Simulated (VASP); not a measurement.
# Ta (P6_3/mmc) in VASP: a series of runs

The runs below take Ta through single point, with r2SCAN.

All numbers are computed with VASP 6.6.1; they aren't measurements. Logs are shortened: lines on timing, memory, paths and dates and some standing lists are left out, and cuts for length are marked.

### 1 The cell of the first run

It takes space group P6_3/mmc (No. 194, hexagonal). The conventional cell has a = 2.772 Å, b = 2.772 Å, c = 4.921 Å, α = 90.00°, β = 90.00°, γ = 120.00°. Ta (site symmetry -6m2) has 12 Ta at 2.77 to 2.94 Å within 3.7 Å.

This isn't the form of Ta at room conditions, which is bcc.

### 2 Single point, r2SCAN

File POSCAR:

```
Ta
1.0
    2.7718309236      0.0000000000      0.0000000000
   -1.3859154618      2.4004759949      0.0000000000
    0.0000000000      0.0000000000      4.9211788403
Ta
2
Direct
    0.3333333333      0.6666666667      0.2500000000
    0.6666666667      0.3333333333      0.7500000000
```

File INCAR.step1:

```
SYSTEM = Ta
PREC     = Accurate       ! precision mode
ENCUT    = 520            ! plane-wave cutoff, eV
ISMEAR   = -1             ! smearing method
SIGMA    = 0.05           ! smearing width, eV
LREAL    = .FALSE.        ! projectors in reciprocal space
LASPH    = .TRUE.         ! aspherical terms in the spheres
NELM     = 80             ! most SCF steps
NBANDS   = 18             ! bands
GGA      = PE             ! functional
ALGO     = Normal         ! electronic algorithm
EDIFF    = 1E-4           ! SCF threshold, eV
LWAVE    = .TRUE.         ! write WAVECAR
LCHARG   = .FALSE.        ! write CHGCAR
```

File INCAR.step2:

```
SYSTEM = Ta
PREC     = Accurate       ! precision mode
ENCUT    = 520            ! plane-wave cutoff, eV
EDIFF    = 1E-6           ! SCF threshold, eV
ISMEAR   = -1             ! smearing method
SIGMA    = 0.05           ! smearing width, eV
LREAL    = .FALSE.        ! projectors in reciprocal space
LASPH    = .TRUE.         ! aspherical terms in the spheres
NELM     = 80             ! most SCF steps
ALGO     = Normal         ! electronic algorithm
ISIF     = 2              ! what is computed and relaxed
LWAVE    = .FALSE.        ! write WAVECAR
LCHARG   = .FALSE.        ! write CHGCAR
METAGGA  = R2SCAN         ! meta-GGA
LMIXTAU  = .TRUE.       
NBANDS   = 18             ! bands
ISTART   = 1
```

File KPOINTS:

```
regular mesh
0
G
  11 11 5
  0 0 0
```

Potentials or basis: VASP PAW PBE potentials, release 64 (Ta_pv).

On the command line:

```console
cat potpaw_PBE.64/Ta_pv/POTCAR > POTCAR
cp INCAR.step1 INCAR
mpirun -np 1 vasp_std > vasp.out
cp INCAR.step2 INCAR
mpirun -np 1 vasp_std > vasp.out
```

OUTCAR:

```text
SYSTEM = Ta
   PREC = Accurate
   ENCUT = 520
   EDIFF = 1E-6
   ISMEAR = -1
   LREAL = .FALSE.
   LASPH = .TRUE.
   NELM = 80
   ISIF = 2
   METAGGA = R2SCAN
   ISTART = 1

 ion  position               nearest neighbor table
   1  0.333  0.667  0.250-   2 2.94   2 2.94   2 2.94   2 2.94   2 2.94   2 2.94
   2  0.667  0.333  0.750-   1 2.94   1 2.94   1 2.94   1 2.94   1 2.94   1 2.94

  LATTYP: Found a hexagonal cell.
 ALAT       =     2.7718309236
 C/A-ratio  =     1.7754253329

  Lattice vectors:

 A1 = (   2.7718309236,   0.0000000000,   0.0000000000)
 A2 = (  -1.3859154618,   2.4004759949,   0.0000000000)
 A3 = (   0.0000000000,   0.0000000000,   4.9211788403)

Analysis of symmetry for initial positions (statically):
=====================================================================
 Subroutine PRICEL returns:
 Original cell was already a primitive cell.

 Routine SETGRP: Setting up the symmetry group for a
 hexagonal supercell.

 Subroutine GETGRP returns: Found 24 space group operations
 (whereof 12 operations were pure point group operations)
 out of a pool of 24 trial point group operations.

The static configuration has the point symmetry D_3d.
 The point group associated with its full space group is D_6h.

Analysis of symmetry for dynamics (positions and initial velocities):
=====================================================================
 Subroutine PRICEL returns:
 Original cell was already a primitive cell.

 Routine SETGRP: Setting up the symmetry group for a
 hexagonal supercell.

 Subroutine GETGRP returns: Found 24 space group operations
 (whereof 12 operations were pure point group operations)
 out of a pool of 24 trial point group operations.

The dynamic configuration has the point symmetry D_3d.
 The point group associated with its full space group is D_6h.

 Subroutine INISYM returns: Found 24 space group operations
 (whereof 12 operations are pure point group operations),
 and found     1 'primitive' translations

----------------------------------------------------------------------------------------

                                     Primitive cell

  volume of cell :      32.7441

  direct lattice vectors                    reciprocal lattice vectors
     2.771830924  0.000000000  0.000000000     0.360772366  0.208292023  0.000000000
    -1.385915462  2.400475995  0.000000000     0.000000000  0.416584045  0.000000000
     0.000000000  0.000000000  4.921178840     0.000000000  0.000000000  0.203203345

  length of vectors
     2.771830924  2.771830924  4.921178840     0.416584045  0.416584045  0.203203345

  position of ions in fractional coordinates (direct lattice)
     0.333333333  0.666666667  0.250000000
     0.666666667  0.333333333  0.750000000

  ion indices of the primitive-cell ions
   primitive index   ion index
                 1           1
                 2           2

----------------------------------------------------------------------------------------

 KPOINTS: regular mesh

Automatic generation of k-mesh.
 Grid dimensions read from file:
 generate k-points for:   11   11    5

 Generating k-lattice:

  Cartesian coordinates                     Fractional coordinates (reciprocal lattice)
     0.032797488  0.018935638  0.000000000     0.090909091 -0.000000000  0.000000000
     0.000000000  0.037871277  0.000000000     0.000000000  0.090909091  0.000000000
     0.000000000  0.000000000  0.040640669     0.000000000  0.000000000  0.200000000

  Length of vectors
     0.037871277  0.037871277  0.040640669

  Shift w.r.t. Gamma in fractional coordinates (k-lattice)
     0.000000000  0.000000000  0.000000000

 Subroutine IBZKPT returns following result:
 ===========================================

 Found     48 irreducible k-points:

 Following reciprocal coordinates:
            Coordinates               Weight
  0.000000  0.000000  0.000000      1.000000
  0.090909  0.000000  0.000000      6.000000
  0.181818  0.000000  0.000000      6.000000
  0.272727 -0.000000  0.000000      6.000000
  0.363636 -0.000000  0.000000      6.000000
  0.454545  0.000000  0.000000      6.000000
[... 16 lines left out ...]
  0.090909  0.090909  0.200000     12.000000
  0.181818  0.090909  0.200000     24.000000
 [... further k-points ...]
   k-points           NKPTS =     48   k-points in BZ     NKDIM =     48   number of bands    NBANDS=     18
   number of dos      NEDOS =    301   number of ions     NIONS =      2
   total plane-waves  NPLWV =  23040
   dimension x,y,z NGX =    24 NGY =   24 NGZ =   40
   dimension x,y,z NGXF=    48 NGYF=   48 NGZF=   80
   ions per type =               2
   NGX,Y,Z   is equivalent  to a cutoff of  14.39, 14.39, 13.51 a.u.
   NGXF,Y,Z  is equivalent  to a cutoff of  28.79, 28.79, 27.03 a.u.
 SYSTEM =  Ta
   PREC   = accura    normal or accurate (medium, high low for compatibility)
   ISTART =      1    job   : 0-new  1-cont  2-samecut
   ICHARG =      0    charge: 1-file 2-atom 10-const
   ISPIN  =      1    spin polarized calculation?
   LNONCOLLINEAR =      F non collinear calculations
   LSORBIT =      F    spin-orbit coupling
   LASPH  =      T    aspherical Exc in radial PAW
   ENCUT  =  520.0 eV  38.22 Ry    6.18 a.u.   5.15  5.15  9.15*2*pi/ulx,y,z
   NELM   =     80;   NELMIN=  2; NELMDL=  0     # of ELM steps
   EDIFF  = 0.1E-05   stopping-criterion for ELM
   LREAL  =      F    real-space projection
   EDIFFG = 0.1E-04   stopping-criterion for IOM
   NSW    =      0    number of steps for IOM
   IBRION =     -1    ionic relax: 0-MD 1-quasi-New 2-CG
   NFREE  =      0    steps in history (QN), initial steepest desc. (CG)
   ISIF   =      2    stress and relaxation
   ISYM   =      2    0-nonsym 1-usesym 2-fastsym
   POTIM  = 0.5000    time-step for ionic-motion
   TEBEG  =    0.0;   TEEND  =   0.0 temperature during run
   PSTRESS=    0.0 pullay stress
   NELECT =      22.0000    total number of electrons
   NUPDOWN=      -1.0000    fix difference up-down
   EMIN   =  10.00;   EMAX   =-10.00  energy-range for DOS
   EFERMI =   0.00;   METHOD = LEGACY
   ISMEAR =    -1;   SIGMA  =   0.05  broadening in eV -4-tet -1-fermi 0-gaus
   EFERMI_NEDOS =   21; number of points for ismear=-14 and -15
   IALGO  =     38    algorithm
   IMIX   =      4    mixing-type and parameters
     AMIX     =   0.40;   BMIX     =  1.00
     AMIX_MAG =   1.60;   BMIX_MAG =  1.00
  volume/ion in A,a.u.               =      16.37       110.48
  Fermi-wavevector in a.u.,A,eV,Ry     =   1.433853  2.709589 27.972688  2.055935
  Thomas-Fermi vector in A             =   2.553326
   LORBIT       =      0    0 simple, 1 ext, 2 COOP (PROOUT), +10 PAW based schemes
   METAGGA = R2SCAN    functional components
   LHFCALC =     F    Hartree Fock is set to
   AEXX    =    0.0000 exact exchange contribution
   IVDW    =     0    specifies the selected vdW correction
   LEPSILON=     F    determine dielectric tensor
   LRPA    =     F    only Hartree local field effects (RPA)
 non-spin polarized calculation
  energy-cutoff  :      520.00
  volume of cell :       32.74
 maximum number of plane-waves:       892
 NGX is ok and might be reduce to    24
   NGX = 11   NGY = 11   NGZ = 19

 number of electron      22.0000003 magnetization

 Free energy of the ion-electron system (eV)
  ---------------------------------------------------
  ext. energy  EPLUGINS =         0.00000000
  ---------------------------------------------------
  free energy    TOTEN  =       -96.20003123 eV

  energy without entropy =      -96.18601677  energy(sigma->0) =      -96.19302400

 E-fermi :   6.6706     XC(G=0): -14.3162

 val. band max:        6.6566979971   @ k =   0.3636  -0.0000   0.0000
 cond. band min:       6.6765349437   @ k =   0.3636   0.1818   0.0000
 fundamental gap:      0.0198369466
 Fermi energy:         6.6706203386

 k-point     1 :       0.0000    0.0000    0.0000
  band No.  band energies     occupation
      1     -29.1968      2.00000
      2     -27.8146      2.00000
      3     -27.6919      2.00000
      4     -27.6919      2.00000
      5     -27.5581      2.00000
      6     -27.5581      2.00000
[... 10 lines left out ...]
     17      12.9566      0.00000
     18      12.9566      0.00000

 k-point     2 :       0.0909    0.0000    0.0000
  band No.  band energies     occupation
      1     -29.1531      2.00000
      2     -27.8320      2.00000
      3     -27.8197      2.00000
      4     -27.7292      2.00000
      5     -27.7017      2.00000
      6     -27.5821      2.00000
[... 10 lines left out ...]
     17      13.1314      0.00000
     18      13.7687      0.00000

 k-point     3 :       0.1818    0.0000    0.0000
  band No.  band energies     occupation
      1     -29.0299      2.00000
      2     -28.2012      2.00000
      3     -28.0689      2.00000
      4     -27.8388      2.00000
      5     -27.8259      2.00000
      6     -27.6485      2.00000
[... 10 lines left out ...]
     17      13.4007      0.00000
     18      15.3634      0.00000

 k-point     4 :       0.2727   -0.0000    0.0000
  band No.  band energies     occupation
      1     -28.8504      2.00000
      2     -28.6688      2.00000
      3     -28.5169      2.00000
      4     -27.9467      2.00000
      5     -27.8802      2.00000
      6     -27.7374      2.00000
[... 375 lines left out ...]
      4     -28.0925      2.00000
      5     -28.0314      2.00000
      6     -27.8928      2.00000
[... 10 lines left out ...]
     17      14.6034      0.00000
     18      15.1702      0.00000

 k-point    23 :       0.0909    0.0909    0.2000
  band No.  band energies     occupation
      1     -28.9703      2.00000
      2     -28.0791      2.00000
      3     -28.0390      2.00000
      4     -27.8733      2.00000
      5     -27.7601      2.00000
      6     -27.6616      2.00000
[... 10 lines left out ...]
     17      12.9623      0.00000
     18      14.1474      0.00000

 k-point    24 :       0.1818    0.0909    0.2000
  band No.  band energies     occupation
      1     -28.8680      2.00000
      2     -28.4418      2.00000
      3     -28.3704      2.00000
      4     -27.9504      2.00000
      5     -27.8698      2.00000
      6     -27.7658      2.00000
[... 10 lines left out ...]
     17      12.8823      0.00000
     18      15.0366      0.00000

 [... further k-points ...]

------------------------ aborting loop because EDIFF is reached ----------------------------------------

  FORCE on cell =-STRESS in cart. coord.  units (eV):
  Direction    XX          YY          ZZ          XY          YZ          ZX
  --------------------------------------------------------------------------------------
  -------------------------------------------------------------------------------------
  Total        6.3242110      6.3242110      6.3251493      0.0000000      0.0000000      0.0000000
  in kB      309.4451506    309.4451506    309.4910619      0.0000000      0.0000000      0.0000000
  external PRESSURE =     309.4604544 kB  Pullay stress =       0.0000000 kB

 VOLUME and BASIS-vectors are now :
 -----------------------------------------------------------------------------
  energy-cutoff  :      520.00
  volume of cell :       32.74
      direct lattice vectors                 reciprocal lattice vectors
     2.771830924  0.000000000  0.000000000     0.360772366  0.208292023  0.000000000
    -1.385915462  2.400475995  0.000000000     0.000000000  0.416584045  0.000000000
     0.000000000  0.000000000  4.921178840     0.000000000  0.000000000  0.203203345

 POSITION                                       TOTAL-FORCE (eV/Angst)
 -----------------------------------------------------------------------------------
     -0.00000      1.60032      1.23029        -0.000000      0.000000      0.000000
      1.38592      0.80016      3.69088         0.000000     -0.000000      0.000000
 -----------------------------------------------------------------------------------
    total drift:                               -0.000000      0.000000     -0.000000

  FREE ENERGIE OF THE ION-ELECTRON SYSTEM (eV)
  ---------------------------------------------------
  free  energy   TOTEN  =       -96.2000312327 eV

  energy  without entropy=      -96.1860167679  energy(sigma->0) =      -96.19302400
```

Run time: 1.9 min. Hardware: 1 thread of Intel Xeon 8259CL, shared host; peak memory 0.18 GiB.

What came out:

```
Free energy            : -96.2000 eV
Pressure               : 30.9 GPa
Band gap on the k mesh : zero (bands 11 and 12 overlap by 1.96 eV)
```

Caveat: the cell stands under pressure; the PAW data sets were made with another functional, which shifts forces and pressure a little; spin-orbit coupling is left out, which moves the levels of the heavy elements.

### 3 Single point, r2SCAN

This run uses another cell than the first one, of 16.95 Å³/atom.

File POSCAR:

```
Ta
1.0
    2.8014657939      0.0000000000      0.0000000000
   -1.4007328970      2.4261405454      0.0000000000
    0.0000000000      0.0000000000      4.9878659564
Ta
2
Direct
    0.3333333333      0.6666666667      0.2500000000
    0.6666666667      0.3333333333      0.7500000000
```

File INCAR.step1:

```
PREC = Accurate
ENCUT = 520
ISMEAR = -1
SIGMA = 0.05
LREAL = F
LASPH = T
NELM = 100
NBANDS = 18
GGA = PE
ALGO = Normal
EDIFF = 1E-4
LWAVE = T
LCHARG = F
```

File INCAR.step2:

```
PREC = Accurate
ENCUT = 520
EDIFF = 1E-6
ISMEAR = -1
SIGMA = 0.05
LREAL = F
LASPH = T
NELM = 100
ALGO = Normal
ISIF = 2
LWAVE = F
LCHARG = F
METAGGA = R2SCAN
LMIXTAU = T
NBANDS = 18
ISTART = 1
```

File KPOINTS:

```
regular mesh
0
Gamma
  11 11 5
```

Potentials or basis: VASP PAW PBE potentials, release 64 (Ta_pv).

On the command line:

```console
cat potpaw_PBE.64/Ta_pv/POTCAR > POTCAR
cp INCAR.step1 INCAR
mpirun -np 1 vasp_std > vasp.out
cp INCAR.step2 INCAR
mpirun -np 1 vasp_std > vasp.out
```

It took 2 min on 1 thread of Intel Xeon 8259CL, shared host; peak memory 0.18 GiB.

Results (log left out):

| Property | Result |
| --- | --- |
| Free energy | -96.3862 eV |
| Pressure | 20.8 GPa |
| Band gap on the k mesh | zero (bands 11 and 12 overlap by 1.82 eV) |

Levels at points of the mesh, in eV from the Fermi level:
```
           k point  band 8  band 9  band 10  band 11  band 12  band 13  band 14  band 15
(0.00, 0.00, 0.00)   -5.58   -0.80    -0.06     0.62     0.62     1.30     1.30     3.52
```

Caveat: the cell stands under pressure; the PAW data sets were made with another functional, which shifts forces and pressure a little; spin-orbit coupling is left out, which moves the levels of the heavy elements.

### 4 Single point, r2SCAN

This run uses another cell than the first one, of 17.64 Å³/atom.

File POSCAR:

```
Ta
1.0
    2.8361998490      0.0000000000      0.0000000000
   -1.4180999245      2.4562211195      0.0000000000
    0.0000000000      0.0000000000      5.0634514947
Ta
2
Direct
    0.3333333333      0.6666666667      0.2500000000
    0.6666666667      0.3333333333      0.7500000000
```

File INCAR.step1:

```
SYSTEM = Ta
PREC = Accurate ; ENCUT = 520
ISMEAR = -1 ; SIGMA = 0.05
LREAL = .FALSE. ; LASPH = .TRUE.
NELM = 60 ; NBANDS = 18
GGA = PE ; ALGO = Normal
EDIFF = 1E-4 ; LWAVE = .TRUE.
LCHARG = .FALSE.
```

File INCAR.step2:

```
SYSTEM = Ta
PREC = Accurate ; ENCUT = 520
EDIFF = 1E-7 ; ISMEAR = -1
SIGMA = 0.05 ; LREAL = .FALSE.
LASPH = .TRUE. ; NELM = 60
ALGO = Normal ; ISIF = 2
LWAVE = .FALSE. ; LCHARG = .FALSE.
METAGGA = R2SCAN ; LMIXTAU = .TRUE.
NBANDS = 18 ; ISTART = 1
```

File KPOINTS:

```
Automatic mesh
0
G
  11 11 5
  0 0 0
```

On the command line:

```console
cat potpaw_PBE.64/Ta_pv/POTCAR > POTCAR
cp INCAR.step1 INCAR
mpirun -np 1 vasp_std > vasp.out
cp INCAR.step2 INCAR
mpirun -np 1 vasp_std > vasp.out
```

Wall time 2.4 min (1 thread of Intel Xeon 8259CL, shared host); peak memory 0.18 GiB.

It converged, with:

| Quantity | Value |
| --- | --- |
| Free energy | -96.5201 eV |
| Pressure | 10.7 GPa |
| Band gap on the k mesh | zero (bands 11 and 12 overlap by 1.66 eV) |

Levels at points of the mesh, in eV from the Fermi level:
| k point | band 8 | band 9 | band 10 | band 11 | band 12 | band 13 | band 14 | band 15 |
| --- | --- | --- | --- | --- | --- | --- | --- | --- |
| (0.00, 0.00, 0.00) | -5.44 | -0.76 | -0.23 | 0.64 | 0.64 | 1.28 | 1.28 | 3.43 |

Caveat: the cell stands under pressure; the PAW data sets were made with another functional, which shifts forces and pressure a little; spin-orbit coupling is left out, which moves the levels of the heavy elements.

### 5 The runs side by side

```tsv
cell	gap on the mesh (eV)	pressure (GPa)
a = 2.772, b = 2.772, c = 4.921 Å, angles 90.0, 90.0, 120.0°, 2 atoms	none	30.9
a = 2.801, b = 2.801, c = 4.988 Å, angles 90.0, 90.0, 120.0°, 2 atoms	none	20.8
a = 2.836, b = 2.836, c = 5.063 Å, angles 90.0, 90.0, 120.0°, 2 atoms	none	10.7
```

Alike in all rows: task single point; level r2SCAN; potentials or basis VASP PAW PBE potentials, release 64 (Ta_pv); no spin polarisation; k mesh 11 × 11 × 5; cutoff (eV) 520; smearing fermi-dirac 0.05 eV.

Caveats: the cell stands under pressure; the PAW data sets were made with another functional, which shifts forces and pressure a little; spin-orbit coupling is left out, which moves the levels of the heavy elements.

Absolute energies hang on the potentials; compare differences alone.

The gap in the log of VASP goes by the Fermi energy; the results here count the filled bands.